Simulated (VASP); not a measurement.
# Au in VASP: further runs

Au is run at these levels: PBEsol; tasks: single point.

Everything below comes from runs of VASP 6.6.1. Logs are shortened: lines on timing, memory, paths and dates and some standing lists are left out, and cuts for length are marked.

**1. The cell of the first run**

The structure is cubic, space group Im-3m (No. 229). Conventional cell: a = 3.182 Å, b = 3.182 Å, c = 3.182 Å, α = 90.00°, β = 90.00°, γ = 90.00°. Au (site symmetry m-3m) has 14 Au at 2.76 to 3.18 Å within 3.6 Å.

**2. Single point, PBEsol (strain -0.040 along x and y, -0.040 along z)**

INCAR reads:

```
SYSTEM = Au
PREC = Accurate ; ENCUT = 520
EDIFF = 1E-7 ; ISMEAR = 0
SIGMA = 0.15 ; LREAL = .False.
LASPH = .True. ; NELM = 80
ALGO = Normal ; ISIF = 2
LWAVE = .False. ; LCHARG = .False.
GGA = PS ; NBANDS = 12
```

KPOINTS reads:

```
Automatic mesh
0
Gamma
  20 20 20
  0 0 0
```

POSCAR reads:

```
Au
1.0
   -1.5909782400      1.5909782400      1.5909782400
    1.5909782400     -1.5909782400      1.5909782400
    1.5909782400      1.5909782400     -1.5909782400
Au
1
Direct
    0.0000000000      0.0000000000      0.0000000000
```

Potentials or basis: VASP PAW PBE potentials, release 64 (Au).

Command:

```bash
$ cat potpaw_PBE.64/Au/POTCAR > POTCAR
$ mpirun -np 1 vasp_std > vasp.out
```

OUTCAR:

```text
SYSTEM = Au
   PREC = Accurate
   ENCUT = 520
   EDIFF = 1E-7
   ISMEAR = 0
   LREAL = .False.
   LASPH = .True.
   NELM = 80
   ISIF = 2
   GGA = PS

 ion  position               nearest neighbor table
   1  0.000  0.000  0.000-

  LATTYP: Found a body centered cubic cell.
 ALAT       =     3.1819564800

  Lattice vectors:

 A1 = (  -1.5909782400,   1.5909782400,   1.5909782400)
 A2 = (   1.5909782400,  -1.5909782400,   1.5909782400)
 A3 = (   1.5909782400,   1.5909782400,  -1.5909782400)

Analysis of symmetry for initial positions (statically):
=====================================================================
 Subroutine PRICEL returns:
 Original cell was already a primitive cell.

 Routine SETGRP: Setting up the symmetry group for a
 body centered cubic supercell.

 Subroutine GETGRP returns: Found 48 space group operations
 (whereof 48 operations were pure point group operations)
 out of a pool of 48 trial point group operations.

The static configuration has the point symmetry O_h .

Analysis of symmetry for dynamics (positions and initial velocities):
=====================================================================
 Subroutine PRICEL returns:
 Original cell was already a primitive cell.

 Routine SETGRP: Setting up the symmetry group for a
 body centered cubic supercell.

 Subroutine GETGRP returns: Found 48 space group operations
 (whereof 48 operations were pure point group operations)
 out of a pool of 48 trial point group operations.

The dynamic configuration has the point symmetry O_h .

 Subroutine INISYM returns: Found 48 space group operations
 (whereof 48 operations are pure point group operations),
 and found     1 'primitive' translations

----------------------------------------------------------------------------------------

                                     Primitive cell

  volume of cell :      16.1084

  direct lattice vectors                    reciprocal lattice vectors
    -1.590978240  1.590978240  1.590978240     0.000000000  0.314272054  0.314272054
     1.590978240 -1.590978240  1.590978240     0.314272054  0.000000000  0.314272054
     1.590978240  1.590978240 -1.590978240     0.314272054  0.314272054  0.000000000

  length of vectors
     2.755655145  2.755655145  2.755655145     0.444447802  0.444447802  0.444447802

  position of ions in fractional coordinates (direct lattice)
     0.000000000  0.000000000  0.000000000

  ion indices of the primitive-cell ions
   primitive index   ion index
                 1           1

----------------------------------------------------------------------------------------

 KPOINTS: Automatic mesh

Automatic generation of k-mesh.
 Grid dimensions read from file:
 generate k-points for:   20   20   20

 Generating k-lattice:

  Cartesian coordinates                     Fractional coordinates (reciprocal lattice)
     0.000000000  0.015713603  0.015713603     0.050000000  0.000000000  0.000000000
     0.015713603  0.000000000  0.015713603     0.000000000  0.050000000  0.000000000
     0.015713603  0.015713603  0.000000000     0.000000000  0.000000000  0.050000000

  Length of vectors
     0.022222390  0.022222390  0.022222390

  Shift w.r.t. Gamma in fractional coordinates (k-lattice)
     0.000000000  0.000000000  0.000000000

 Subroutine IBZKPT returns following result:
 ===========================================

 Found    256 irreducible k-points:

 Following reciprocal coordinates:
            Coordinates               Weight
  0.000000  0.000000  0.000000      1.000000
  0.050000  0.000000  0.000000     12.000000
  0.100000  0.000000  0.000000     12.000000
  0.150000  0.000000  0.000000     12.000000
  0.200000  0.000000  0.000000     12.000000
  0.250000  0.000000  0.000000     12.000000
[... 16 lines left out ...]
  0.200000  0.100000  0.000000     48.000000
  0.250000  0.100000  0.000000     48.000000
 [... further k-points ...]
   k-points           NKPTS =    256   k-points in BZ     NKDIM =    256   number of bands    NBANDS=     12
   number of dos      NEDOS =    301   number of ions     NIONS =      1
   total plane-waves  NPLWV =   8000
   dimension x,y,z NGX =    20 NGY =   20 NGZ =   20
   dimension x,y,z NGXF=    40 NGYF=   40 NGZF=   40
   ions per type =               1
   NGX,Y,Z   is equivalent  to a cutoff of  12.07, 12.07, 12.07 a.u.
   NGXF,Y,Z  is equivalent  to a cutoff of  24.13, 24.13, 24.13 a.u.
 SYSTEM =  Au
   PREC   = accura    normal or accurate (medium, high low for compatibility)
   ISTART =      0    job   : 0-new  1-cont  2-samecut
   ICHARG =      2    charge: 1-file 2-atom 10-const
   ISPIN  =      1    spin polarized calculation?
   LNONCOLLINEAR =      F non collinear calculations
   LSORBIT =      F    spin-orbit coupling
   LASPH  =      T    aspherical Exc in radial PAW
   ENCUT  =  520.0 eV  38.22 Ry    6.18 a.u.   5.12  5.12  5.12*2*pi/ulx,y,z
   NELM   =     80;   NELMIN=  2; NELMDL= -5     # of ELM steps
   EDIFF  = 0.1E-06   stopping-criterion for ELM
   LREAL  =      F    real-space projection
   EDIFFG = 0.1E-05   stopping-criterion for IOM
   NSW    =      0    number of steps for IOM
   IBRION =     -1    ionic relax: 0-MD 1-quasi-New 2-CG
   NFREE  =      0    steps in history (QN), initial steepest desc. (CG)
   ISIF   =      2    stress and relaxation
   ISYM   =      2    0-nonsym 1-usesym 2-fastsym
   POTIM  = 0.5000    time-step for ionic-motion
   TEBEG  =    0.0;   TEEND  =   0.0 temperature during run
   PSTRESS=    0.0 pullay stress
   NELECT =      11.0000    total number of electrons
   NUPDOWN=      -1.0000    fix difference up-down
   EMIN   =  10.00;   EMAX   =-10.00  energy-range for DOS
   EFERMI =   0.00;   METHOD = LEGACY
   ISMEAR =     0;   SIGMA  =   0.15  broadening in eV -4-tet -1-fermi 0-gaus
   EFERMI_NEDOS =   21; number of points for ismear=-14 and -15
   IALGO  =     38    algorithm
   IMIX   =      4    mixing-type and parameters
     AMIX     =   0.40;   BMIX     =  1.00
     AMIX_MAG =   1.60;   BMIX_MAG =  1.00
  volume/ion in A,a.u.               =      16.11       108.70
  Fermi-wavevector in a.u.,A,eV,Ry     =   1.441633  2.724292 28.277080  2.078307
  Thomas-Fermi vector in A             =   2.560244
   LORBIT       =      0    0 simple, 1 ext, 2 COOP (PROOUT), +10 PAW based schemes
   GGA     = PS    functional components
   LHFCALC =     F    Hartree Fock is set to
   AEXX    =    0.0000 exact exchange contribution
   IVDW    =     0    specifies the selected vdW correction
   LEPSILON=     F    determine dielectric tensor
   LRPA    =     F    only Hartree local field effects (RPA)
 non-spin polarized calculation
 Gauss-broadening in eV      SIGMA  =   0.15
  energy-cutoff  :      520.00
  volume of cell :       16.11
 maximum number of plane-waves:       466
   NGX = 11   NGY = 11   NGZ = 11

 number of electron      11.0000001 magnetization

 Free energy of the ion-electron system (eV)
  ---------------------------------------------------
  ext. energy  EPLUGINS =         0.00000000
  ---------------------------------------------------
  free energy    TOTEN  =        -3.87416929 eV

  energy without entropy =       -3.87197706  energy(sigma->0) =       -3.87307318

 E-fermi :  10.2514     XC(G=0): -13.2229

 val. band max:       10.1768369950   @ k =  -0.3000   0.4500   0.1000
 cond. band min:      10.3202207441   @ k =   0.4000   0.1000   0.0000
 fundamental gap:      0.1433837491
 Fermi energy:        10.2514331126

 k-point     1 :       0.0000    0.0000    0.0000
  band No.  band energies     occupation
      1      -0.2746      2.00000
      2       5.0611      2.00000
      3       5.0611      2.00000
      4       5.0611      2.00000
      5       7.1973      2.00000
      6       7.1973      2.00000
      7      26.7403      0.00000
      8      26.7403      0.00000
      9      26.7403      0.00000
     10      35.6252      0.00000
     11      35.6252      0.00000
     12      35.6368      0.00000

 k-point     2 :       0.0500    0.0000    0.0000
  band No.  band energies     occupation
      1      -0.1769      2.00000
      2       5.0276      2.00000
      3       5.0634      2.00000
      4       5.1330      2.00000
      5       7.1553      2.00000
      6       7.1996      2.00000
      7      26.7672      0.00000
      8      26.7756      0.00000
      9      26.8722      0.00000
     10      34.0047      0.00000
     11      34.3222      0.00000
     12      35.2923      0.00000

 k-point     3 :       0.1000    0.0000    0.0000
  band No.  band energies     occupation
      1       0.1099      2.00000
      2       4.9318      2.00000
      3       5.0669      2.00000
      4       5.3457      2.00000
      5       7.0487      2.00000
      6       7.2072      2.00000
      7      26.7283      0.00000
      8      26.8178      0.00000
      9      27.2597      0.00000
     10      32.5975      0.00000
     11      32.6202      0.00000
     12      34.3560      0.00000

 k-point     4 :       0.1500    0.0000    0.0000
  band No.  band energies     occupation
      1       0.5643      2.00000
      2       4.7862      2.00000
      3       5.0679      2.00000
      4       5.6901      2.00000
      5       6.9273      2.00000
      6       7.2220      2.00000
      7      26.2133      0.00000
      8      26.6683      0.00000
      9      27.8787      0.00000
     10      31.3093      0.00000
     11      31.7701      0.00000
     12      32.9834      0.00000

 k-point     5 :       0.2000    0.0000    0.0000
  band No.  band energies     occupation
      1       1.1379      2.00000
      2       4.6086      2.00000
      3       5.0873      2.00000
      4       6.1500      2.00000
      5       6.8471      2.00000
      6       7.2457      2.00000
      7      24.8274      0.00000
      8      26.1360      0.00000
      9      28.6896      0.00000
     10      30.8879      0.00000
     11      31.3741      0.00000
     12      31.7357      0.00000
[... 228 lines left out ...]
      1       0.8293      2.00000
      2       4.7969      2.00000
      3       4.9115      2.00000
      4       5.9613      2.00000
      5       6.8352      2.00000
      6       7.2673      2.00000
      7      26.1508      0.00000
      8      26.4538      0.00000
      9      27.7642      0.00000
     10      29.8523      0.00000
     11      31.7707      0.00000
     12      33.6617      0.00000

 k-point    22 :       0.1500    0.1000    0.0000
  band No.  band energies     occupation
      1       1.3920      2.00000
      2       4.6506      2.00000
      3       4.8591      2.00000
      4       6.4690      2.00000
      5       6.7493      2.00000
      6       7.3177      2.00000
      7      24.8897      0.00000
      8      25.6554      0.00000
      9      28.2653      0.00000
     10      28.7427      0.00000
     11      31.9229      0.00000
     12      33.8205      0.00000

 k-point    23 :       0.2000    0.1000    0.0000
  band No.  band energies     occupation
      1       1.9843      2.00000
      2       4.4692      2.00000
      3       4.9112      2.00000
      4       6.7302      2.00000
      5       7.0773      2.00000
      6       7.3814      2.00000
      7      22.8689      0.00000
      8      24.9018      0.00000
      9      27.5189      0.00000
     10      29.1791      0.00000
     11      32.6209      0.00000
     12      33.8457      0.00000

 k-point    24 :       0.2500    0.1000    0.0000
  band No.  band energies     occupation
      1       2.4483      2.00000
      2       4.2909      2.00000
      3       5.1879      2.00000
      4       6.7927      2.00000
      5       7.3889      2.00000
      6       7.8239      2.00000
      7      20.6994      0.00000
      8      24.1035      0.00000
      9      26.4729      0.00000
     10      30.0557      0.00000
     11      33.3515      0.00000
     12      33.9483      0.00000

 [... further k-points ...]

------------------------ aborting loop because EDIFF is reached ----------------------------------------

  FORCE on cell =-STRESS in cart. coord.  units (eV):
  Direction    XX          YY          ZZ          XY          YZ          ZX
  --------------------------------------------------------------------------------------
  -------------------------------------------------------------------------------------
  Total        1.1303321      1.1303321      1.1303321      0.0000000      0.0000000     -0.0000000
  in kB      112.4252682    112.4252682    112.4252682      0.0000000      0.0000000     -0.0000000
  external PRESSURE =     112.4252682 kB  Pullay stress =       0.0000000 kB

 VOLUME and BASIS-vectors are now :
 -----------------------------------------------------------------------------
  energy-cutoff  :      520.00
  volume of cell :       16.11
      direct lattice vectors                 reciprocal lattice vectors
    -1.590978240  1.590978240  1.590978240     0.000000000  0.314272054  0.314272054
     1.590978240 -1.590978240  1.590978240     0.314272054  0.000000000  0.314272054
     1.590978240  1.590978240 -1.590978240     0.314272054  0.314272054  0.000000000

 POSITION                                       TOTAL-FORCE (eV/Angst)
 -----------------------------------------------------------------------------------
      0.00000      0.00000      0.00000         0.000000     -0.000000      0.000000
 -----------------------------------------------------------------------------------
    total drift:                                0.000000     -0.000000      0.000000

  FREE ENERGIE OF THE ION-ELECTRON SYSTEM (eV)
  ---------------------------------------------------
  free  energy   TOTEN  =        -3.8741692920 eV

  energy  without entropy=       -3.8719770647  energy(sigma->0) =       -3.87307318
```

Run time: 19 s. Hardware: 1 thread of Intel Xeon Platinum 8488C (Sapphire Rapids), shared host; peak memory 0.16 GiB.

Results:

* Free energy: -3.8742 eV
* Pressure: 11.2 GPa

Caveat: the cell differs from its parent crystal (strain -0.040 along x and y, -0.040 along z); the PAW data sets were made with another functional, which shifts forces and pressure a little; spin-orbit coupling is left out, which moves the levels of the heavy elements.

**3. Single point, PBEsol (strain +0.040 along x and y, +0.040 along z)**

INCAR reads:

```
SYSTEM = Au
PREC = Accurate
ENCUT = 520
EDIFF = 1E-6
ISMEAR = 0
SIGMA = 0.15
LREAL = .False.
LASPH = .True.
NELM = 100
ALGO = Normal
ISIF = 2
LWAVE = .False.
LCHARG = .False.
GGA = PS
NBANDS = 12
```

KPOINTS reads:

```
regular mesh
0
Gamma
  20 20 20
  0 0 0
```

POSCAR reads:

```
Au
1.0
   -1.7235597600      1.7235597600      1.7235597600
    1.7235597600     -1.7235597600      1.7235597600
    1.7235597600      1.7235597600     -1.7235597600
Au
1
Direct
    0.0000000000      0.0000000000      0.0000000000
```

Potentials or basis: VASP PAW PBE potentials, release 64 (Au).

Command:

```bash
$ cat potpaw_PBE.64/Au/POTCAR > POTCAR
$ mpirun -np 1 vasp_std > vasp.out
```

OUTCAR:

```text
SYSTEM = Au
   PREC = Accurate
   ENCUT = 520
   EDIFF = 1E-6
   ISMEAR = 0
   LREAL = .False.
   LASPH = .True.
   NELM = 100
   ISIF = 2
   GGA = PS

 ion  position               nearest neighbor table
   1  0.000  0.000  0.000-

  LATTYP: Found a body centered cubic cell.
 ALAT       =     3.4471195200

  Lattice vectors:

 A1 = (  -1.7235597600,   1.7235597600,   1.7235597600)
 A2 = (   1.7235597600,  -1.7235597600,   1.7235597600)
 A3 = (   1.7235597600,   1.7235597600,  -1.7235597600)

Analysis of symmetry for initial positions (statically):
=====================================================================
 Subroutine PRICEL returns:
 Original cell was already a primitive cell.

 Routine SETGRP: Setting up the symmetry group for a
 body centered cubic supercell.

 Subroutine GETGRP returns: Found 48 space group operations
 (whereof 48 operations were pure point group operations)
 out of a pool of 48 trial point group operations.

The static configuration has the point symmetry O_h .

Analysis of symmetry for dynamics (positions and initial velocities):
[... 167 lines left out ...]
      1      -1.6118      2.00000
      2       2.5565      2.00000
      3       2.5565      2.00000
      4       2.5565      2.00000
      5       4.0021      2.00000
      6       4.0021      2.00000
      7      22.8399      0.00000
      8      22.8399      0.00000
      9      22.8399      0.00000
     10      27.6285      0.00000
     11      27.6285      0.00000
     12      27.6285      0.00000
[... 331 lines left out ...]
 k-point    24 :       0.2500    0.1000    0.0000
  band No.  band energies     occupation
      1       0.6647      2.00000
      2       2.0620      2.00000
      3       2.7413      2.00000
      4       3.7372      2.00000
      5       4.1084      2.00000
      6       4.4689      2.00000
      7      15.2965      0.00000
      8      19.1574      0.00000
      9      20.7629      0.00000
     10      24.8398      0.00000
     11      26.8979      0.00000
     12      27.7168      0.00000

 [... further k-points ...]

------------------------ aborting loop because EDIFF is reached ----------------------------------------

  FORCE on cell =-STRESS in cart. coord.  units (eV):
  Direction    XX          YY          ZZ          XY          YZ          ZX
  --------------------------------------------------------------------------------------
  -------------------------------------------------------------------------------------
  Total       -2.3513392     -2.3513392     -2.3513392     -0.0000000      0.0000000     -0.0000000
  in kB     -183.9445100   -183.9445100   -183.9445100     -0.0000000      0.0000000     -0.0000000
  external PRESSURE =    -183.9445100 kB  Pullay stress =       0.0000000 kB

 VOLUME and BASIS-vectors are now :
 -----------------------------------------------------------------------------
  energy-cutoff  :      520.00
  volume of cell :       20.48
      direct lattice vectors                 reciprocal lattice vectors
    -1.723559760  1.723559760  1.723559760     0.000000000  0.290097281  0.290097281
     1.723559760 -1.723559760  1.723559760     0.290097281  0.000000000  0.290097281
     1.723559760  1.723559760 -1.723559760     0.290097281  0.290097281  0.000000000

 POSITION                                       TOTAL-FORCE (eV/Angst)
 -----------------------------------------------------------------------------------
      0.00000      0.00000      0.00000         0.000000      0.000000     -0.000000
 -----------------------------------------------------------------------------------
    total drift:                               -0.000000      0.000000      0.000000

  FREE ENERGIE OF THE ION-ELECTRON SYSTEM (eV)
  ---------------------------------------------------
  free  energy   TOTEN  =        -3.6586851282 eV

  energy  without entropy=       -3.6539845044  energy(sigma->0) =       -3.65633482
```

stdout:

```text
POSCAR found type information on POSCAR Au
 POSCAR found :  1 types and       1 ions
 scaLAPACK will be used
 -----------------------------------------------------------------------------
|                                                                             |
|                                                                             |
|     You enforced a specific xc type in the INCAR file but a different       |
|     I HOPE YOU KNOW WHAT YOU ARE DOING!                                     |
|                                                                             |
 -----------------------------------------------------------------------------

 LDA part: xc-table for (Slater+PW92), standard interpolation
 POSCAR, INCAR and KPOINTS ok, starting setup
 FFT: planning ... GRIDC
 FFT: planning ... GRID_SOFT
 FFT: planning ... GRID
 WAVECAR not read
 entering main loop
```

Run time: 21 s. Hardware: 1 thread of Intel Xeon Platinum 8488C (Sapphire Rapids), shared host; peak memory 0.18 GiB.

Results:

* Free energy: -3.6587 eV
* Pressure: -18.4 GPa

Levels at points of the mesh, in eV from the Fermi level:
```
           k point  band 1  band 2  band 3  band 4  band 5  band 6  band 7  band 8  band 9  band 10
(0.00, 0.00, 0.00)   -8.17   -4.00   -4.00   -4.00   -2.55   -2.55   16.29   16.29   16.29    21.08
(0.50, 0.00, 0.00)   -5.80   -4.80   -2.67   -2.42   -1.45    0.01    2.55   12.07   12.56    19.18
(0.50, 0.50, 0.50)   -5.39   -5.39   -1.73   -1.73   -1.73    6.02    6.02    6.02    7.60    14.09
```

Caveat: the cell differs from its parent crystal (strain +0.040 along x and y, +0.040 along z); the PAW data sets were made with another functional, which shifts forces and pressure a little; spin-orbit coupling is left out, which moves the levels of the heavy elements.

(Continued in part 2 of 2.)
